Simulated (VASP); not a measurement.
# ZnCu2SnS4 (I-4) in VASP: further runs

Aim: see how the results for ZnCu2SnS4 move with the level of theory and the settings. Levels: PBEsol+D3(BJ), PBEsol. Tasks: single point.

All numbers are computed with VASP 6.6.1; they aren't measurements. Logs are shortened: lines on timing, memory, paths and dates and some standing lists are left out, and cuts for length are marked.

**1. The cell of the first run**

It takes space group I-4 (No. 82, tetragonal). The conventional cell has a = 5.331 Å, b = 5.331 Å, c = 10.658 Å, α = 90.00°, β = 90.00°, γ = 90.00°. Sn (site symmetry -4) has 4 S at 2.43 Å within 3.2 Å. Within 3.0 Å of Zn (site symmetry -4) lie 4 S at 2.31 Å. Cu (site symmetry -4) has 4 S at 2.25 Å within 3.0 Å. Within 3.0 Å of Cu (site symmetry -4) lie 4 S at 2.25 Å. Within 3.0 Å of S (site symmetry 1) lie 2 Cu at 2.25 Å and 1 Zn at 2.31 Å and 1 Sn at 2.43 Å.

**2. Single point, PBEsol+D3(BJ)**

Input file INCAR:

```
SYSTEM = ZnCu2SnS4
PREC     = Accurate       ! precision mode
ENCUT    = 520            ! plane-wave cutoff, eV
EDIFF    = 1E-6           ! SCF threshold, eV
ISMEAR   = -1             ! smearing method
SIGMA    = 0.05           ! smearing width, eV
LREAL    = .False.        ! projectors in reciprocal space
LASPH    = .True.         ! aspherical terms in the spheres
NELM     = 80             ! most SCF steps
ALGO     = Normal         ! electronic algorithm
ISIF     = 2              ! what is computed and relaxed
LWAVE    = .False.        ! write WAVECAR
LCHARG   = .False.        ! write CHGCAR
GGA      = PS             ! functional
IVDW     = 12             ! dispersion correction
NBANDS   = 46             ! bands
```

Input file KPOINTS:

```
Automatic mesh
0
Gamma
  7 7 7
  0 0 0
```

Input file POSCAR:

```
ZnCu2SnS4
1.0
   -2.6652968262      2.6652968262      5.3288085159
    2.6652968262     -2.6652968262      5.3288085159
    2.6652968262      2.6652968262     -5.3288085159
Sn Zn Cu S
1 1 2 4
Direct
    0.5000000000      0.5000000000      0.0000000000
    0.2500000000      0.7500000000      0.5000000000
    0.7500000000      0.2500000000      0.5000000000
    0.0000000000      0.0000000000      0.0000000000
    0.6387263491      0.6299201898      0.5290121723
    0.8902858232      0.3612736509     -0.0088061592
    0.1009080176      0.1097141768      0.4709878277
    0.3700798102      0.8990919824      1.0088061592
```

Potentials or basis: VASP PAW PBE potentials, release 64 (Sn_d, Zn, Cu, S).

Run with:

```console
cat potpaw_PBE.64/Sn_d/POTCAR potpaw_PBE.64/Zn/POTCAR potpaw_PBE.64/Cu/POTCAR potpaw_PBE.64/S/POTCAR > POTCAR
mpirun -np 1 vasp_std > vasp.out
```

OUTCAR:

```text
SYSTEM = ZnCu2SnS4
   PREC = Accurate
   ENCUT = 520
   EDIFF = 1E-6
   ISMEAR = -1
   LREAL = .False.
   LASPH = .True.
   NELM = 80
   ISIF = 2
   GGA = PS
   IVDW = 12
 IVDW          = 12

 ion  position               nearest neighbor table
   1  0.500  0.500  0.000-   8 2.43   6 2.43   7 2.43   5 2.43
   2  0.250  0.750  0.500-   8 2.31   6 2.31   7 2.31   5 2.31
   3  0.750  0.250  0.500-   5 2.25   8 2.25   7 2.25   6 2.25
   4  0.000  0.000  0.000-   6 2.25   7 2.25   5 2.25   8 2.25
   5  0.639  0.630  0.529-   3 2.25   4 2.25   2 2.31   1 2.43
   6  0.890  0.361  0.991-   3 2.25   4 2.25   2 2.31   1 2.43
   7  0.101  0.110  0.471-   3 2.25   4 2.25   2 2.31   1 2.43
   8  0.370  0.899  0.009-   3 2.25   4 2.25   2 2.31   1 2.43

  LATTYP: Found a body centered tetragonal cell.
 ALAT       =     5.3305936524
 C/A-ratio  =     1.9993302298

  Lattice vectors:

 A1 = (  -2.6652968262,   2.6652968262,   5.3288085159)
 A2 = (   2.6652968262,  -2.6652968262,   5.3288085159)
 A3 = (   2.6652968262,   2.6652968262,  -5.3288085159)

Analysis of symmetry for initial positions (statically):
=====================================================================
 Subroutine PRICEL returns:
 Original cell was already a primitive cell.

 Routine SETGRP: Setting up the symmetry group for a
 body centered tetragonal supercell.

 Subroutine GETGRP returns: Found  4 space group operations
 (whereof  4 operations were pure point group operations)
 out of a pool of 16 trial point group operations.

The static configuration has the point symmetry S_4 .

Analysis of symmetry for dynamics (positions and initial velocities):
=====================================================================
 Subroutine PRICEL returns:
 Original cell was already a primitive cell.

 Routine SETGRP: Setting up the symmetry group for a
 body centered tetragonal supercell.

 Subroutine GETGRP returns: Found  4 space group operations
 (whereof  4 operations were pure point group operations)
 out of a pool of 16 trial point group operations.

The dynamic configuration has the point symmetry S_4 .

 Subroutine INISYM returns: Found  4 space group operations
 (whereof  4 operations are pure point group operations),
 and found     1 'primitive' translations

----------------------------------------------------------------------------------------

                                     Primitive cell

  volume of cell :     151.4193

  direct lattice vectors                    reciprocal lattice vectors
    -2.665296826  2.665296826  5.328808516     0.000000000  0.187596366  0.093829605
     2.665296826 -2.665296826  5.328808516     0.187596366  0.000000000  0.093829605
     2.665296826  2.665296826 -5.328808516     0.187596366  0.187596366  0.000000000

  length of vectors
     6.527159761  6.527159761  6.527159761     0.209753168  0.209753168  0.265301326

  position of ions in fractional coordinates (direct lattice)
     0.500000000  0.500000000  0.000000000
     0.250000000  0.750000000  0.500000000
     0.750000000  0.250000000  0.500000000
     0.000000000  0.000000000  0.000000000
     0.638726349  0.629920190  0.529012172
     0.890285823  0.361273651  0.991193841
     0.100908018  0.109714177  0.470987828
     0.370079810  0.899091982  0.008806159

  ion indices of the primitive-cell ions
   primitive index   ion index
                 1           1
                 2           2
                 3           3
                 4           4
                 5           5
                 6           6
                 7           7
                 8           8

----------------------------------------------------------------------------------------

 KPOINTS: Automatic mesh

Automatic generation of k-mesh.
 Grid dimensions read from file:
 generate k-points for:    7    7    7

 Generating k-lattice:

  Cartesian coordinates                     Fractional coordinates (reciprocal lattice)
     0.000000000  0.026799481  0.013404229     0.142857143  0.000000000 -0.000000000
     0.026799481  0.000000000  0.013404229     0.000000000  0.142857143 -0.000000000
     0.026799481  0.026799481  0.000000000     0.000000000  0.000000000  0.142857143

  Length of vectors
     0.029964738  0.029964738  0.037900189

  Shift w.r.t. Gamma in fractional coordinates (k-lattice)
     0.000000000  0.000000000  0.000000000

 Subroutine IBZKPT returns following result:
 ===========================================

 Found     52 irreducible k-points:

 Following reciprocal coordinates:
            Coordinates               Weight
  0.000000  0.000000  0.000000      1.000000
  0.142857  0.000000  0.000000      8.000000
  0.285714  0.000000 -0.000000      8.000000
  0.428571  0.000000  0.000000      8.000000
  0.142857  0.142857  0.000000      8.000000
  0.285714  0.142857  0.000000      8.000000
[... 16 lines left out ...]
  0.142857  0.142857  0.142857      8.000000
  0.285714  0.142857  0.142857      8.000000
 [... further k-points ...]
   k-points           NKPTS =     52   k-points in BZ     NKDIM =     52   number of bands    NBANDS=     46
   number of dos      NEDOS =    301   number of ions     NIONS =      8
   total plane-waves  NPLWV = 125000
   dimension x,y,z NGX =    50 NGY =   50 NGZ =   50
   dimension x,y,z NGXF=   100 NGYF=  100 NGZF=  100
   ions per type =               1   1   2   4
   NGX,Y,Z   is equivalent  to a cutoff of  12.73, 12.73, 12.73 a.u.
   NGXF,Y,Z  is equivalent  to a cutoff of  25.47, 25.47, 25.47 a.u.
 SYSTEM =  ZnCu2SnS4
   PREC   = accura    normal or accurate (medium, high low for compatibility)
   ISTART =      0    job   : 0-new  1-cont  2-samecut
   ICHARG =      2    charge: 1-file 2-atom 10-const
   ISPIN  =      1    spin polarized calculation?
   LNONCOLLINEAR =      F non collinear calculations
   LSORBIT =      F    spin-orbit coupling
   LASPH  =      T    aspherical Exc in radial PAW
   ENCUT  =  520.0 eV  38.22 Ry    6.18 a.u.  12.14 12.14 12.14*2*pi/ulx,y,z
   NELM   =     80;   NELMIN=  2; NELMDL= -5     # of ELM steps
   EDIFF  = 0.1E-05   stopping-criterion for ELM
   LREAL  =      F    real-space projection
   EDIFFG = 0.1E-04   stopping-criterion for IOM
   NSW    =      0    number of steps for IOM
   IBRION =     -1    ionic relax: 0-MD 1-quasi-New 2-CG
   NFREE  =      0    steps in history (QN), initial steepest desc. (CG)
   ISIF   =      2    stress and relaxation
   ISYM   =      2    0-nonsym 1-usesym 2-fastsym
   POTIM  = 0.5000    time-step for ionic-motion
   TEBEG  =    0.0;   TEEND  =   0.0 temperature during run
   PSTRESS=    0.0 pullay stress
   NELECT =      72.0000    total number of electrons
   NUPDOWN=      -1.0000    fix difference up-down
   EMIN   =  10.00;   EMAX   =-10.00  energy-range for DOS
   EFERMI =   0.00;   METHOD = LEGACY
   ISMEAR =    -1;   SIGMA  =   0.05  broadening in eV -4-tet -1-fermi 0-gaus
   EFERMI_NEDOS =   21; number of points for ismear=-14 and -15
   IALGO  =     38    algorithm
   IMIX   =      4    mixing-type and parameters
     AMIX     =   0.40;   BMIX     =  1.00
     AMIX_MAG =   1.60;   BMIX_MAG =  1.00
  volume/ion in A,a.u.               =      18.93       127.73
  Fermi-wavevector in a.u.,A,eV,Ry     =   1.277787  2.414668 22.214782  1.632740
  Thomas-Fermi vector in A             =   2.410367
   LORBIT       =      0    0 simple, 1 ext, 2 COOP (PROOUT), +10 PAW based schemes
   GGA     = PS    functional components
   LHFCALC =     F    Hartree Fock is set to
   AEXX    =    0.0000 exact exchange contribution
   IVDW    =    12    specifies the selected vdW correction
   LEPSILON=     F    determine dielectric tensor
   LRPA    =     F    only Hartree local field effects (RPA)
 non-spin polarized calculation
  energy-cutoff  :      520.00
  volume of cell :      151.42
 maximum number of plane-waves:      4097
 NGX is ok and might be reduce to    50
   NGX = 25   NGY = 25   NGZ = 25

 number of electron      71.9999970 magnetization

 Free energy of the ion-electron system (eV)
  ---------------------------------------------------
  ext. energy  EPLUGINS =         0.00000000
  ---------------------------------------------------
  free energy    TOTEN  =       -35.79347217 eV

  energy without entropy =      -35.79295177  energy(sigma->0) =      -35.79321197

 E-fermi :   5.5579     XC(G=0): -10.2775

 val. band max:        5.4154355685   @ k =   0.0000   0.0000   0.0000
 cond. band min:       5.6202734005   @ k =   0.0000   0.0000   0.0000
 fundamental gap:      0.2048378320
 Fermi energy:         5.5578766193

 k-point     1 :       0.0000    0.0000    0.0000
  band No.  band energies     occupation
      1     -16.8293      2.00000
      2     -16.8249      2.00000
      3     -16.8249      2.00000
      4     -16.7407      2.00000
      5     -16.7360      2.00000
      6      -9.4677      2.00000
[... 38 lines left out ...]
     45      10.6696      0.00000
     46      11.3557      0.00000

 k-point     2 :       0.1429    0.0000    0.0000
  band No.  band energies     occupation
      1     -16.8294      2.00000
      2     -16.8251      2.00000
      3     -16.8249      2.00000
      4     -16.7406      2.00000
      5     -16.7359      2.00000
      6      -9.3905      2.00000
[... 38 lines left out ...]
     45      10.8178      0.00000
     46      11.2035      0.00000

 k-point     3 :       0.2857    0.0000   -0.0000
  band No.  band energies     occupation
      1     -16.8297      2.00000
      2     -16.8253      2.00000
      3     -16.8249      2.00000
      4     -16.7402      2.00000
      5     -16.7357      2.00000
      6      -9.1717      2.00000
[... 38 lines left out ...]
     45      10.9844      0.00000
     46      11.4484      0.00000

 k-point     4 :       0.4286    0.0000    0.0000
  band No.  band energies     occupation
      1     -16.8299      2.00000
      2     -16.8256      2.00000
      3     -16.8249      2.00000
      4     -16.7400      2.00000
      5     -16.7356      2.00000
      6      -8.8663      2.00000
[... 920 lines left out ...]
     45      11.2658      0.00000
     46      11.5765      0.00000

 k-point    23 :       0.1429    0.1429    0.1429
  band No.  band energies     occupation
      1     -16.8302      2.00000
      2     -16.8254      2.00000
      3     -16.8252      2.00000
      4     -16.7397      2.00000
      5     -16.7355      2.00000
      6      -8.9690      2.00000
[... 38 lines left out ...]
     45      11.2454      0.00000
     46      11.4772      0.00000

 k-point    24 :       0.2857    0.1429    0.1429
  band No.  band energies     occupation
      1     -16.8305      2.00000
      2     -16.8256      2.00000
      3     -16.8253      2.00000
      4     -16.7394      2.00000
      5     -16.7354      2.00000
      6      -8.7235      2.00000
[... 38 lines left out ...]
     45      11.4505      0.00000
     46      11.5636      0.00000

 [... further k-points ...]

------------------------ aborting loop because EDIFF is reached ----------------------------------------

 Edisp (eV)   -2.45756

 E8    (eV) :    -1.5416

  FORCE on cell =-STRESS in cart. coord.  units (eV):
  Direction    XX          YY          ZZ          XY          YZ          ZX
  --------------------------------------------------------------------------------------
  -------------------------------------------------------------------------------------
  Total      -0.30181    -0.30181    -0.26111     0.00000     0.00000     0.00000
  in kB      -3.19351    -3.19351    -2.76284     0.00000     0.00000     0.00000
  external pressure =       -3.05 kB  Pullay stress =        0.00 kB

 VOLUME and BASIS-vectors are now :
 -----------------------------------------------------------------------------
  energy-cutoff  :      520.00
  volume of cell :      151.42
      direct lattice vectors                 reciprocal lattice vectors
    -2.665296826  2.665296826  5.328808516     0.000000000  0.187596366  0.093829605
     2.665296826 -2.665296826  5.328808516     0.187596366  0.000000000  0.093829605
     2.665296826  2.665296826 -5.328808516     0.187596366  0.187596366  0.000000000

 POSITION                                       TOTAL-FORCE (eV/Angst)
 -----------------------------------------------------------------------------------
      0.00000      0.00000      5.32881         0.000000      0.000000      0.000000
      2.66530      0.00000      2.66440        -0.000000      0.000000     -0.000000
      0.00000      2.66530      2.66440        -0.000000      0.000000     -0.000000
      0.00000      0.00000      0.00000        -0.000000      0.000000     -0.000000
      1.38650      1.43345      3.94137        -0.019557     -0.024439      0.023110
      1.23185      4.05180      1.38744         0.024439     -0.019557     -0.023110
      1.27879      1.23185     -1.38744         0.019557      0.024439      0.023110
      1.43345     -1.38650      6.71625        -0.024439      0.019557     -0.023110
 -----------------------------------------------------------------------------------
    total drift:                               -0.000015     -0.000016     -0.000011

  FREE ENERGIE OF THE ION-ELECTRON SYSTEM (eV)
  ---------------------------------------------------
  free  energy   TOTEN  =       -38.2510324533 eV

  energy  without entropy=      -38.2505120510  energy(sigma->0) =      -38.25077225
```

It took 8 min on 1 thread of Intel Xeon Platinum 8488C (Sapphire Rapids), shared host; peak memory 0.6 GiB.

What came out:

```
Free energy                : -38.2510 eV
Pressure                   : -0.3 GPa
Largest force              : 0.039 eV/Å
Band gap on the k mesh     : 0.20 eV
Dispersion energy per atom : -0.307 eV
```

Forces in eV/Å, atoms in the order of the input:
```
Sn   0.000  0.000  0.000
Zn   0.000  0.000  0.000
Cu   0.000  0.000  0.000
Cu   0.000  0.000  0.000
S   -0.020 -0.024  0.023
S    0.024 -0.020 -0.023
S    0.020  0.024  0.023
S   -0.024  0.020 -0.023
```

Levels at points of the mesh, in eV from the valence-band top:
```tsv
k point	band 33	band 34	band 35	band 36	band 37	band 38	band 39	band 40
(0.00, 0.00, 0.00)	-1.73	-0.05	-0.05	0.00	0.20	1.76	2.71	3.62
```

Caveat: three body term missing; semilocal functionals underestimate gaps, and a narrow one can read as zero; the PAW data sets were made with another functional, which shifts forces and pressure a little; spin-orbit coupling is left out, which moves the levels of the heavy elements.

**3. Single point, PBEsol**

This run uses another cell than the first one, of 19.41 Å³/atom.

Input file INCAR:

```
SYSTEM = ZnCu2SnS4
ALGO = Normal ; EDIFF = 1E-6
ENCUT = 520 ; GGA = PS
ISIF = 2 ; ISMEAR = -1
LASPH = .TRUE. ; LCHARG = .FALSE.
LREAL = .FALSE. ; LWAVE = .FALSE.
NBANDS = 46 ; NELM = 80
PREC = Accurate ; SIGMA = 0.05
```

Input file KPOINTS:

```
k-points
0
G
  7 7 7
  0 0 0
```

Input file POSCAR:

```
ZnCu2SnS4
1.0
   -2.6877428899      2.6877428899      5.3736893508
    2.6877428899     -2.6877428899      5.3736893508
    2.6877428899      2.6877428899     -5.3736893508
Sn Zn Cu S
1 1 2 4
Direct
    0.5000000000      0.5000000000      0.0000000000
    0.2500000000      0.7500000000      0.5000000000
    0.7500000000      0.2500000000      0.5000000000
    0.0000000000      0.0000000000      0.0000000000
    0.6384722711      0.6296429681      0.5280733625
    0.8896010913      0.3615277289     -0.0088293030
    0.1015696056      0.1103989087      0.4719266375
    0.3703570319      0.8984303944      1.0088293030
```

Potentials or basis: VASP PAW PBE potentials, release 64 (Sn_d, Zn, Cu, S).

Run with:

```console
cat potpaw_PBE.64/Sn_d/POTCAR potpaw_PBE.64/Zn/POTCAR potpaw_PBE.64/Cu/POTCAR potpaw_PBE.64/S/POTCAR > POTCAR
mpirun -np 1 vasp_std > vasp.out
```

It took 21 min on 1 thread of Intel Xeon 8259CL, shared host; peak memory 0.6 GiB.

It converged, with:

```
Free energy            : -35.8240 eV
Pressure               : 0.2 GPa
Largest force          : 0.036 eV/Å
Band gap on the k mesh : 0.13 eV
```

Forces on the atoms (eV/Å):
```
Sn   0.000  0.000  0.000
Zn   0.000  0.000  0.000
Cu   0.000  0.000  0.000
Cu   0.000  0.000  0.000
S   -0.018 -0.023  0.021
S    0.023 -0.018 -0.021
S    0.018  0.023  0.021
S   -0.023  0.018 -0.021
```

Levels at points of the mesh, in eV from the valence-band top:
```tsv
k point	band 32	band 33	band 34	band 35	band 36	band 37	band 38	band 39	band 40	band 41
(0.00, 0.00, 0.00)	-1.84	-1.64	-0.05	-0.05	0.00	0.13	1.79	2.67	3.61	3.61
```

Caveat: semilocal functionals underestimate gaps, and a narrow one can read as zero; the PAW data sets were made with another functional, which shifts forces and pressure a little; spin-orbit coupling is left out, which moves the levels of the heavy elements.

**4. Single point, PBEsol**

This run uses another cell than the first one, of 15.56 Å³/atom.

Input file INCAR:

```
SYSTEM = ZnCu2SnS4
ALGO = Normal ; EDIFF = 1E-6
ENCUT = 520 ; GGA = PS
ISIF = 2 ; ISMEAR = -1
LASPH = .True. ; LCHARG = .True.
LELF = .True. ; LREAL = .False.
LVHAR = .True. ; LWAVE = .False.
NBANDS = 46 ; NELM = 100
PREC = Accurate ; SIGMA = 0.05
```

Input file KPOINTS:

```
k-points
0
Gamma
  7 7 7
  0 0 0
```

Input file POSCAR:

```
ZnCu2SnS4
1.0
   -2.4923131028      2.4923131028      5.0110337739
    2.4923131028     -2.4923131028      5.0110337739
    2.4923131028      2.4923131028     -5.0110337739
Sn Zn Cu S
1 1 2 4
Direct
    0.5000000000      0.5000000000      0.0000000000
    0.2500000000      0.7500000000      0.5000000000
    0.7500000000      0.2500000000      0.5000000000
    0.0000000000      0.0000000000      0.0000000000
    0.6405144478      0.6321477335      0.5359437992
    0.8954293514      0.3594855522     -0.0083667144
    0.0962039342      0.1045706486      0.4640562008
    0.3678522665      0.9037960658      1.0083667144
```

Run with:

```console
cat potpaw_PBE.64/Sn_d/POTCAR potpaw_PBE.64/Zn/POTCAR potpaw_PBE.64/Cu/POTCAR potpaw_PBE.64/S/POTCAR > POTCAR
mpirun -np 1 vasp_std > vasp.out
```

Run time: 7.5 min. Hardware: 1 thread of Intel Xeon Platinum 8259CL at 2.50GHz (Skylake/Cascade Lake), shared host; peak memory 0.52 GiB.

Results (log left out):

* Free energy: -33.4487 eV
* Pressure: 30.1 GPa
* Largest force: 0.053 eV/Å
* Band gap on the k mesh: 0.80 eV

Forces in eV/Å, atoms in the order of the input:
```
Sn   0.000  0.000  0.000
Zn   0.000  0.000  0.000
Cu   0.000  0.000  0.000
Cu   0.000  0.000  0.000
S   -0.031 -0.028  0.032
S    0.028 -0.031 -0.032
S    0.031  0.028  0.032
S   -0.028  0.031 -0.032
```

Levels at points of the mesh, in eV from the valence-band top:
| k point | band 33 | band 34 | band 35 | band 36 | band 37 | band 38 | band 39 | band 40 |
| --- | --- | --- | --- | --- | --- | --- | --- | --- |
| (0.00, 0.00, 0.00) | -2.57 | -0.02 | -0.02 | 0.00 | 0.80 | 1.49 | 2.85 | 3.70 |

Caveat: the cell stands under pressure; the PAW data sets were made with another functional, which shifts forces and pressure a little; spin-orbit coupling is left out, which moves the levels of the heavy elements.

[end of part 1 of 2]
